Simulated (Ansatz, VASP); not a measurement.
**One calculation of LiCl, two programs**

POSCAR

```
LiCl
1.0
    3.9322947679      0.0000000000      0.0000000000
   -1.9661473839      3.4054671642      0.0000000000
    0.0000000000      0.0000000000      6.2875237891
Li Cl
2 2
Direct
    0.6666666667      0.3333333333      0.8780761498
    0.3333333333      0.6666666667      0.3780761498
    0.6666666667      0.3333333333      0.4969248502
    0.3333333333      0.6666666667      0.9969248502
```

The input INCAR.step1:

```
SYSTEM = LiCl
ALGO = Normal
EDIFF = 1E-4
ENCUT = 520
GGA = PE
ISMEAR = 0
LASPH = .TRUE.
LCHARG = .FALSE.
LREAL = .FALSE.
LWAVE = .TRUE.
NBANDS = 18
NELM = 60
PREC = Accurate
SIGMA = 0.01
```

File INCAR.step2:

```
SYSTEM = LiCl
ALGO = Normal
EDIFF = 1E-6
ENCUT = 520
ISIF = 2
ISMEAR = 0
ISTART = 1
LASPH = .TRUE.
LCHARG = .TRUE.
LELF = .TRUE.
LMIXTAU = .TRUE.
LREAL = .FALSE.
LVHAR = .TRUE.
LWAVE = .FALSE.
METAGGA = R2SCAN
NBANDS = 18
NELM = 60
PREC = Accurate
SIGMA = 0.01
```

File KPOINTS:

```
k-points
0
G
  6 6 4
  0 0 0
```

Input for Ansatz:

```yaml
crystal:
  lattice:
    - [3.9322947679, 0.0, 0.0]
    - [-1.9661473839, 3.4054671642, 0.0]
    - [0.0, 0.0, 6.2875237891]
  atoms:
    - { symbol: Li, position: [0.6666666667, 0.3333333333, 0.8780761498] }
    - { symbol: Li, position: [0.3333333333, 0.6666666667, 0.3780761498] }
    - { symbol: Cl, position: [0.6666666667, 0.3333333333, 0.4969248502] }
    - { symbol: Cl, position: [0.3333333333, 0.6666666667, 0.9969248502] }
kpoints:
  mp_grid: { grid: [6, 6, 4] }
hamiltonian:
  xc: r2scan
scf:
  occupations: { method: fixed }
  n_extra_bands: 5
output:
  forces: true
  stress: true
  eigenvalues: true
```

Alike in both runs: task single point; functional r2SCAN; k mesh 6 × 6 × 4; no spin polarisation.

|  | VASP | Ansatz |
| --- | --- | --- |
| version | VASP 6.6.1 | Ansatz 0.2.0 |
| potentials or method | VASP PAW PBE potentials, release 64 (Li_sv, Cl) | plane waves, PAW |
| plane-wave cutoff (eV) | 520 | 500 |
| occupations | gaussian, width 0.01 eV | fixed |
| valence electrons in the cell | 20 | 20 |

VASP gave:

- gap on the k mesh at the Fermi level (eV): 6.63
- rms of the force components (eV/Å): 0.025

Question: Estimate Ansatz's values.

Answer: gap on the k mesh at the Fermi level (eV): 6.58; rms of the force components (eV/Å): 0.001.

VASP's potentials were made for PBE, not for r2SCAN. Atom by atom the forces differ by 0.024 eV/Å (rms over components).

Noted on VASP's run: the cutoff is short for stress, so the pressure is rough.
